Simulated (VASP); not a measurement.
# Mg7ZnO8 (P1) in VASP: further runs

The runs below take Mg7ZnO8 through single point, with PBEsol.

Everything below comes from runs of VASP 6.6.1. Logs are shortened: lines on timing, memory, paths and dates and some standing lists are left out, and cuts for length are marked.

**1. The cell of the first run**

The typed cell holds 96 atoms: a = 9.880 Å, b = 11.408 Å, c = 10.095 Å, α = 90.00°, β = 90.00°, γ = 90.00°.

**2. Single point, PBEsol**

Input file INCAR:

```
  ALGO = Normal
  EDIFF = 1E-6
  ENCUT = 700
  GGA = PS
  GGA_COMPAT = F
  ISIF = 2
  ISMEAR = -1
  ISYM = -1
  LASPH = T
  LCHARG = F
  LREAL = Auto
  LWAVE = F
  NBANDS = 276
  NELM = 120
  PREC = Accurate
  SIGMA = 0.05
```

Input file KPOINTS:

```
explicit points
1
Reciprocal
  0.25000000   0.25000000   0.25000000 1
```

Input file POSCAR:

```
Mg7ZnO8
1.0
    9.8798920000      0.0000000000      0.0000000000
    0.0000000000     11.4083170000      0.0000000000
    0.0000000000      0.0000000000     10.0951730000
Zn Mg O
6 42 48
Direct
    0.1660850000      0.0823200000      0.2473430000
    0.1690090000      0.0808320000      0.7445680000
    0.6678820000      0.8334700000      0.2468180000
    0.9971110000      0.6659420000      0.9949910000
    0.6677990000      0.1667410000      0.9913860000
    0.3309600000      0.6650480000      0.4947170000
    0.9993900000      0.3343870000      0.2445190000
    0.9996560000      0.3295430000      0.7451770000
    0.5025430000      0.0841740000      0.2442530000
    0.5018760000      0.0825140000      0.7447800000
    0.3331570000      0.3319750000      0.2440360000
    0.3340640000      0.3325100000      0.7436010000
    0.1638230000      0.5855790000      0.2456630000
    0.1629710000      0.5820120000      0.7424110000
    0.0007510000      0.8337060000      0.2479450000
    0.9999040000      0.8366980000      0.7469320000
    0.8325480000      0.0837330000      0.2448030000
    0.8355370000      0.0841970000      0.7487150000
    0.6664790000      0.3318680000      0.2454510000
    0.6650740000      0.3334420000      0.7476810000
    0.4992530000      0.5858670000      0.2455310000
    0.5025880000      0.5851290000      0.7467210000
    0.3299330000      0.8345190000      0.2460910000
    0.3333960000      0.8329250000      0.7459830000
    0.8345470000      0.5816280000      0.2470040000
    0.8351430000      0.5802580000      0.7484900000
    0.6691420000      0.8309830000      0.7444400000
    0.0012760000      0.1665430000      0.4941410000
    0.9997850000      0.1636490000      0.9956120000
    0.3324430000      0.1666150000      0.4968240000
    0.3321340000      0.1654720000      0.9961540000
    0.1636340000      0.4152280000      0.4944810000
    0.1649830000      0.4154330000      0.9930410000
    0.9981190000      0.6673480000      0.4981950000
    0.6680590000      0.1655450000      0.4927460000
    0.5028530000      0.4172680000      0.4949200000
    0.4987850000      0.4143840000      0.9953940000
    0.3341560000      0.6664020000      0.9927330000
    0.1662560000      0.9150540000      0.4944570000
    0.1700240000      0.9149220000      0.9925040000
    0.8330170000      0.4162920000      0.4939060000
    0.8331670000      0.4158910000      0.9930970000
    0.6712500000      0.6673630000      0.4953580000
    0.6647820000      0.6680160000      0.9965320000
    0.5002180000      0.9152640000      0.4945270000
    0.4957040000      0.9128900000      0.9895990000
    0.8323610000      0.9176150000      0.4942030000
    0.8311360000      0.9168310000      0.9945280000
    0.9984780000      0.1661100000      0.1917290000
    0.0012390000      0.1668080000      0.6929260000
    0.3323570000      0.1652220000      0.1884750000
    0.3362300000      0.1673120000      0.6902390000
    0.1675810000      0.4177680000      0.1940140000
    0.1640370000      0.4216190000      0.6946800000
    0.0007040000      0.6627170000      0.1935180000
    0.0018600000      0.6683540000      0.6928250000
    0.6690920000      0.1648650000      0.1968120000
    0.6667820000      0.1637450000      0.6928490000
    0.4992080000      0.4152600000      0.1908100000
    0.5013400000      0.4156850000      0.6892080000
    0.3348980000      0.6655020000      0.1952570000
    0.3318630000      0.6673970000      0.6924960000
    0.1652090000      0.9145110000      0.1928420000
    0.1666520000      0.9172560000      0.6941720000
    0.8359240000      0.4175590000      0.1941030000
    0.8353290000      0.4187760000      0.6938930000
    0.6673360000      0.6646910000      0.1964650000
    0.6688450000      0.6681870000      0.6954290000
    0.4989900000      0.9162860000      0.1907020000
    0.5007590000      0.9136040000      0.6924120000
    0.8334490000      0.9160940000      0.1927760000
    0.8337620000      0.9187380000      0.6937540000
    0.1661310000      0.0839230000      0.4423810000
    0.1672380000      0.0847260000      0.9408960000
    0.0011030000      0.3307820000      0.4462110000
    0.0014510000      0.3357440000      0.9433990000
    0.4997720000      0.0859090000      0.4443020000
    0.4986490000      0.0809540000      0.9448970000
    0.3311410000      0.3323440000      0.4446140000
    0.3346910000      0.3322510000      0.9457730000
    0.1649190000      0.5835290000      0.4432420000
    0.1675190000      0.5833410000      0.9440320000
    0.0008660000      0.8330760000      0.4413030000
    0.9981920000      0.8343400000      0.9412640000
    0.8296730000      0.0825050000      0.4435510000
    0.8332070000      0.0833080000      0.9427440000
    0.6641450000      0.3346640000      0.4407080000
    0.6641140000      0.3348460000      0.9439420000
    0.4994010000      0.5860380000      0.4391840000
    0.5012240000      0.5848220000      0.9424080000
    0.3323580000      0.8322610000      0.4414550000
    0.3321060000      0.8370420000      0.9386160000
    0.8315300000      0.5830520000      0.4390780000
    0.8336670000      0.5836350000      0.9417200000
    0.6647000000      0.8323330000      0.4422840000
    0.6677980000      0.8355430000      0.9436440000
```

Potentials or basis: VASP PAW PBE potentials, release 64 (Zn, Mg, O).

Launch:

```
> cat potpaw_PBE.64/Zn/POTCAR potpaw_PBE.64/Mg/POTCAR potpaw_PBE.64/O/POTCAR > POTCAR
> mpirun -np 1 vasp_std > vasp.out
```

OUTCAR:

```text
EDIFF = 1E-6
   ENCUT = 700
   GGA = PS
   ISIF = 2
   ISMEAR = -1
   ISYM = -1
   LASPH = T
   LREAL = Auto
   NELM = 120
   PREC = Accurate

 ion  position               nearest neighbor table
   1  0.166  0.082  0.247-  73 1.97  51 1.99  63 1.99  49 1.99  28 3.13  39 3.14  30 3.16  29 3.17
                            31 3.17  40 3.20  23 3.26  15 3.27  11 3.29  17 3.30   7 3.31   9 3.32
   2  0.169  0.081  0.745-  64 1.93  74 1.98  50 2.00  52 2.00  30 3.13  40 3.14  39 3.15  31 3.16
                            28 3.18  29 3.18  16 3.25  24 3.26  10 3.29   8 3.29  18 3.30  12 3.30
   3  0.668  0.833  0.247-  71 1.97  95 1.97  67 1.99  69 2.00  47 3.13  45 3.14  43 3.14  44 3.15
                            48 3.16  46 3.23  21 3.28  17 3.29  15 3.29   9 3.29  25 3.31  23 3.34
   4  0.997  0.666  0.995-  94 1.94  84 2.00  82 2.00  55 2.00  26 3.12  13 3.16  25 3.16  16 3.17
                            14 3.18  15 3.19  42 3.28  44 3.28  48 3.30  33 3.30  40 3.31  38 3.33
   5  0.668  0.167  0.991-  86 1.95  88 1.98  78 1.99  57 2.07  18 3.10  20 3.11  10 3.13   9 3.17
                            17 3.18  19 3.18  48 3.28  42 3.28  29 3.28  37 3.28  31 3.32
   6  0.331  0.665  0.495-  81 1.96  89 1.97  91 1.98  62 2.00  13 3.14  14 3.15  21 3.15  23 3.17
                            24 3.18  22 3.19  39 3.28  34 3.29  32 3.29  36 3.30  45 3.31
   7  0.999  0.334  0.245-  65 1.94  53 1.98  49 1.99  75 2.04  32 3.14  41 3.15  33 3.16  42 3.16
                            28 3.16  29 3.18  25 3.26  19 3.29  13 3.29  11 3.30  17 3.30   1 3.31
   8  1.000  0.330  0.745-  50 1.93  66 1.98  54 2.00  76 2.00  28 3.14  33 3.14  42 3.15  29 3.16
                            32 3.16  41 3.18  18 3.23  26 3.29   2 3.29  14 3.30  12 3.30  20 3.31
   9  0.503  0.084  0.244-  57 1.95  69 1.99  51 2.00  77 2.02  35 3.14  31 3.16   5 3.17  45 3.18
[... 125 lines left out ...]
  95  0.665  0.832  0.442-  45 1.95  43 1.96   3 1.97  47 1.99
  96  0.668  0.836  0.944-  48 1.93  46 1.97  44 1.98  27 2.01

IMPORTANT INFORMATION: All symmetrisations will be switched off!
NOSYMM: (Re-)initialisation of all symmetry stuff for point group C_1.

----------------------------------------------------------------------------------------

                                     Primitive cell

  volume of cell :    1137.8566

  direct lattice vectors                    reciprocal lattice vectors
     9.879892000  0.000000000  0.000000000     0.101215681  0.000000000  0.000000000
     0.000000000 11.408317000  0.000000000     0.000000000  0.087655348  0.000000000
     0.000000000  0.000000000 10.095173000     0.000000000  0.000000000  0.099057243

  length of vectors
     9.879892000 11.408317000 10.095173000     0.101215681  0.087655348  0.099057243

  position of ions in fractional coordinates (direct lattice)
     0.166085000  0.082320000  0.247343000
     0.169009000  0.080832000  0.744568000
     0.667882000  0.833470000  0.246818000
     0.997111000  0.665942000  0.994991000
     0.667799000  0.166741000  0.991386000
[... 235 lines left out ...]
   ISMEAR =    -1;   SIGMA  =   0.05  broadening in eV -4-tet -1-fermi 0-gaus
   EFERMI_NEDOS =   21; number of points for ismear=-14 and -15
   IALGO  =     38    algorithm
   IMIX   =      4    mixing-type and parameters
     AMIX     =   0.40;   BMIX     =  1.00
     AMIX_MAG =   1.60;   BMIX_MAG =  1.00
  volume/ion in A,a.u.               =      11.85        79.99
  Fermi-wavevector in a.u.,A,eV,Ry     =   1.196300  2.260679 19.471744  1.431133
  Thomas-Fermi vector in A             =   2.332243
   LORBIT       =      0    0 simple, 1 ext, 2 COOP (PROOUT), +10 PAW based schemes
   GGA     = PS    functional components
   LHFCALC =     F    Hartree Fock is set to
   AEXX    =    0.0000 exact exchange contribution
   IVDW    =     0    specifies the selected vdW correction
   LEPSILON=     F    determine dielectric tensor
   LRPA    =     F    only Hartree local field effects (RPA)
 non-spin polarized calculation
  energy-cutoff  :      700.00
  volume of cell :     1137.86
 maximum number of plane-waves:     47824
 NGX is ok and might be reduce to    90
   NGX = 43   NGY = 49   NGZ = 43

 number of electron     443.9999982 magnetization

 Free energy of the ion-electron system (eV)
  ---------------------------------------------------
  ext. energy  EPLUGINS =         0.00000000
  ---------------------------------------------------
  free energy    TOTEN  =      -573.53399759 eV

  energy without entropy =     -573.53399759  energy(sigma->0) =     -573.53399759

 E-fermi :   2.3469     XC(G=0): -10.1126

 val. band max:        1.0613159328   @ k =   0.2500   0.2500   0.2500
 cond. band min:       4.6371791425   @ k =   0.2500   0.2500   0.2500
 fundamental gap:      3.5758632097
 Fermi energy:         2.3469129787

 k-point     1 :       0.2500    0.2500    0.2500
  band No.  band energies     occupation
      1     -15.4006      2.00000
      2     -15.2700      2.00000
      3     -15.2127      2.00000
      4     -15.1753      2.00000
      5     -15.1084      2.00000
      6     -15.0705      2.00000
[... 226 lines left out ...]
    233       7.4656      0.00000
    234       7.5387      0.00000
 [bands above 234 left out]

------------------------ aborting loop because EDIFF is reached ----------------------------------------

  FORCE on cell =-STRESS in cart. coord.  units (eV):
  Direction    XX          YY          ZZ          XY          YZ          ZX
  --------------------------------------------------------------------------------------
  -------------------------------------------------------------------------------------
  Total        1.8333881     -3.4379719     -1.2029159     -1.1964293      1.3701256      0.1002002
  in kB        2.5815316     -4.8408916     -1.6937851     -1.6846515      1.9292274      0.1410884
  external PRESSURE =      -1.3177151 kB  Pullay stress =       0.0000000 kB

 VOLUME and BASIS-vectors are now :
 -----------------------------------------------------------------------------
  energy-cutoff  :      700.00
  volume of cell :     1137.86
      direct lattice vectors                 reciprocal lattice vectors
     9.879892000  0.000000000  0.000000000     0.101215681  0.000000000  0.000000000
     0.000000000 11.408317000  0.000000000     0.000000000  0.087655348  0.000000000
     0.000000000  0.000000000 10.095173000     0.000000000  0.000000000  0.099057243

 POSITION                                       TOTAL-FORCE (eV/Angst)
 -----------------------------------------------------------------------------------
      1.64090      0.93913      2.49697         0.053342      0.056958     -0.230246
      1.66979      0.92216      7.51654         0.046692      0.413704      0.025079
      6.59860      9.50849      2.49167        -0.270335     -0.050602     -0.287539
      9.85135      7.59728     10.04461         0.392700      0.142859      0.099472
      6.59778      1.90223     10.00821        -0.347144     -0.139781      0.434541
      3.26985      7.58708      4.99425         0.213223      0.057923      0.004755
[... 88 lines left out ...]
      6.56716      9.49552      4.46493         0.391314      0.163708      0.452340
      6.59777      9.53214      9.52625        -0.336286     -0.420042     -0.423696
 -----------------------------------------------------------------------------------
    total drift:                                0.012380      0.004357      0.010767

  FREE ENERGIE OF THE ION-ELECTRON SYSTEM (eV)
  ---------------------------------------------------
  free  energy   TOTEN  =      -573.5339975863 eV

  energy  without entropy=     -573.5339975862  energy(sigma->0) =     -573.53399759
```

Wall time 14 min (1 thread of AMD EPYC 9R45 (Zen 5), shared host); peak memory 1.6 GiB.

Results:

```yaml
Free_energy: -573.5340 eV
Pressure: -0.1 GPa
Largest_force: 1.196 eV/Å
Band_gap_on_the_k_mesh: 3.58 eV
```

Forces on the atoms (eV/Å):
```
Zn   0.053  0.057 -0.230
Zn   0.047  0.414  0.025
Zn  -0.270 -0.051 -0.288
Zn   0.393  0.143  0.099
Zn  -0.347 -0.140  0.435
Zn   0.213  0.058  0.005
Mg   0.414 -0.175  0.125
Mg   0.258  0.630  0.090
Mg  -0.360 -0.347  0.010
Mg  -0.109 -0.234  0.111
Mg  -0.146  0.117  0.200
Mg  -0.268  0.314  0.152
Mg   0.747 -0.386 -0.039
Mg   0.365  0.672  0.448
Mg  -0.339 -0.366 -0.462
Mg  -0.081 -0.430 -0.121
Mg   0.199 -0.388  0.152
Mg  -0.255 -0.090 -0.427
Mg   0.022  0.288 -0.265
Mg   0.221 -0.281 -0.363
Mg  -0.029 -0.376 -0.010
Mg  -0.346 -0.178 -0.410
Mg   0.610 -0.402  0.014
Mg  -0.011  0.026 -0.541
Mg  -0.114  0.258 -0.394
Mg   0.165  0.750 -0.233
Mg  -0.067  0.538  0.259
Mg  -0.249 -0.365  0.134
Mg   0.239  0.490 -0.005
Mg   0.036 -0.005 -0.300
Mg   0.123  0.068 -0.250
Mg   0.495  0.316  0.188
Mg   0.392  0.334  0.413
Mg   0.138 -0.051 -0.195
Mg  -0.360  0.336  0.375
Mg  -0.715  0.219 -0.239
Mg  -0.134  0.444  0.219
Mg  -0.247  0.150  0.443
Mg   0.098  0.212  0.157
Mg  -0.715  0.422  0.284
Mg  -0.017 -0.014  0.131
Mg   0.175  0.139  0.436
Mg  -0.728 -0.073 -0.031
Mg   0.442  0.204  0.254
Mg  -0.191  0.146 -0.018
Mg   0.872  0.455  0.681
Mg   0.018 -0.165  0.101
Mg   0.043 -0.130  0.338
O    0.029  0.112  0.076
O   -0.078 -0.234 -0.145
O    0.164  0.010  0.501
O   -0.113 -0.124  0.336
O   -0.183 -0.137 -0.108
O    0.175 -1.141 -0.224
O   -0.353  0.737  0.086
O   -0.530  0.120 -0.082
O   -0.187  0.379 -0.354
O    0.261  0.517 -0.102
O    0.188  0.140  0.220
O   -0.035  0.273  0.474
O   -0.436  0.434 -0.696
O    0.162 -0.200  0.421
O    0.004  0.190 -0.328
O    0.074 -0.290 -0.345
O   -0.423 -0.327 -0.253
O   -0.312 -0.644 -0.130
O    0.122  0.095 -0.459
O    0.156 -0.517 -0.332
O   -0.128 -0.001 -0.021
O    0.034  0.211  0.044
O    0.236  0.157 -0.031
O   -0.003 -0.118 -0.202
O    0.054 -0.298  0.203
O   -0.141 -0.370  0.161
O   -0.447  0.244 -0.403
O   -0.455 -0.718 -0.169
O   -0.049 -0.431 -0.242
O    0.097  0.199 -0.321
O    0.231  0.139 -0.152
O   -0.267 -0.012 -0.546
O   -0.372 -0.161 -0.024
O   -0.053  0.028 -0.305
O   -0.279  0.044  0.306
O    0.209  0.115  0.224
O    0.669  0.117 -0.234
O    0.164  0.006  0.084
O    0.521 -0.268  0.133
O    0.354 -0.116 -0.174
O    0.382 -0.302  0.540
O   -0.059 -0.280 -0.010
O   -0.028  0.314  0.136
O   -0.019 -0.862  0.174
O    0.418 -0.116  0.581
O   -0.486 -0.213  0.208
O    0.391  0.164  0.452
O   -0.336 -0.420 -0.424
```

Stress tensor (GPa, compression positive):
```
 0.26 -0.17  0.01
-0.17 -0.48  0.19
 0.01  0.19 -0.17
```

Levels at points of the mesh, in eV from the valence-band top:
| k point | band 220 | band 221 | band 222 | band 223 | band 224 | band 225 |
| --- | --- | --- | --- | --- | --- | --- |
| (0.25, 0.25, 0.25) | -0.17 | -0.10 | 0.00 | 3.58 | 4.60 | 4.79 |

Caveat: the PAW data sets were made with another functional, which shifts forces and pressure a little; a shifted mesh leaves out Γ, where band edges can lie.

(Continued in part 2 of 3.)
